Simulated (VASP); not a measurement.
Wanted: the native input for a VASP 6.6.1 run.

| Quantity | Value |
| --- | --- |
| Task | single point |
| Functional | PBE |
| Potentials or basis | VASP PAW PBE potentials, release 64 (Ni, O) |
| Cutoff | 520 eV |
| k mesh | 10 × 10 × 10 |
| Occupations | gaussian, width 0.05 eV |
| Spin | collinear spin, ferromagnetic start |
| Starting moments | [2.0, 0.0] μB |
| Hubbard terms | Ni d U = 6.2 eV |
| Dipole correction | no |
| Further INCAR settings | ALGO = Normal; EDIFF = 1e-06; NBANDS = 19 |

The structure of NiO lies in POSCAR:

```
NiO
1.0
    0.0000000000      2.0859016414      2.0859016414
    2.0859016414      0.0000000000      2.0859016414
    2.0859016414      2.0859016414      0.0000000000
Ni O
1 1
Direct
    0.0000000000      0.0000000000      0.0000000000
    0.5000000000      0.5000000000      0.5000000000
```

The input as run:

INCAR

```
SYSTEM = NiO
PREC = Accurate
ENCUT = 520
EDIFF = 1E-6
ISMEAR = 0
SIGMA = 0.05
LREAL = .FALSE.
LASPH = .TRUE.
NELM = 150
ALGO = Normal
ISIF = 2
LWAVE = .FALSE.
LCHARG = .TRUE.
ISPIN = 2
MAGMOM = 2 0
LORBIT = 11
LMAXMIX = 4
LDAU = .TRUE.
LDAUTYPE = 2
LDAUL = 2 -1
LDAUU = 6.2 0
LDAUJ = 0 0
LDAUPRINT = 1
GGA = PE
LELF = .TRUE.
LVHAR = .TRUE.
NBANDS = 19
```

KPOINTS

```
regular mesh
0
G
  10 10 10
  0 0 0
```

Potentials or basis: VASP PAW PBE potentials, release 64 (Ni, O).

Command:

```bash
$ cat potpaw_PBE.64/Ni/POTCAR potpaw_PBE.64/O/POTCAR > POTCAR
$ mpirun -np 1 vasp_std > vasp.out
```

Results of the run:

The pressure is 3.4 GPa, the band gap on the k mesh is 2.51 eV, indirect (least direct gap 3.17 eV) and the net moment is 2.00 μB per cell. The site moments are Ni +1.82; O +0.17 μB and the valence electrons inside the program's atomic spheres are Ni 9.00; O 5.03.

Caveat: a cell with one magnetic atom can't hold antiferromagnetic order, which such compounds often take.

Wall time 14 s on 1 thread of Intel(R) Xeon(R) 6975P-C (Granite Rapids), with other jobs on the host, peak memory 0.16 GiB.
